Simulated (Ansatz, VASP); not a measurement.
**One calculation of NaCl, two programs**

```
Na Cl
1.0
     4.72108    0.00000    0.00000
    -2.36054    4.08857    0.00000
     0.00000    0.00000    5.56948
Na Cl
2 2
Direct
  0.33333 0.66667 0.93750
  0.66667 0.33333 0.43750
  0.33333 0.66667 0.43750
  0.66667 0.33333 0.93750
```

Alike in both runs: task single point; functional PBE; k mesh 6 × 6 × 4; no spin polarisation.

```csv
,VASP,Ansatz
version,VASP 6.6.1,Ansatz 0.2.0
potentials or method,"VASP PAW PBE potentials, release 64 (Na_pv, Cl)","plane waves, PAW"
plane-wave cutoff (eV),520,420
occupations,"gaussian, width 0.01 eV",fixed
valence electrons in the cell,28,32
```

```csv
,VASP,Ansatz,Ansatz less VASP
gap on the k mesh at the Fermi level (eV),4.84,4.84,+0.001
```

VASP's potentials hold 28 valence electrons a cell and Ansatz's 32, so a difference there can come from the potentials and not from the codes. Ansatz's warnings: structure snapped to symmetry.
